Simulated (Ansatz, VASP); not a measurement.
## Two plane-wave programs on HfO2

```
Hf O
1.0
     0.00000    2.55750    2.55750
     2.55750    0.00000    2.55750
     2.55750    2.55750    0.00000
Hf O
1 2
Direct
  0.00000 0.00000 0.00000
  0.25000 0.25000 0.25000
  0.75000 0.75000 0.75000
```

Alike in both runs: task single point; functional PBE; dispersion D4; k mesh 6 × 6 × 6; no spin polarisation.

```csv
,VASP,Ansatz
version,VASP 6.6.1,Ansatz 0.2.0
potentials or method,"VASP PAW PBE potentials, release 64 (Hf_pv, O), cutoff 520 eV","plane waves, PAW"
occupations,"gaussian, width 0.01 eV",fixed
valence electrons in the cell,22,38
```

Ansatz gave:

- pressure (GPa): -5.7

Task: Estimate VASP's values.

Result: Pressure (GPa): -9.2.

VASP's potentials hold 22 valence electrons a cell and Ansatz's 38, so a difference there can come from the potentials and not from the codes.

Neither program's run includes spin-orbit coupling.
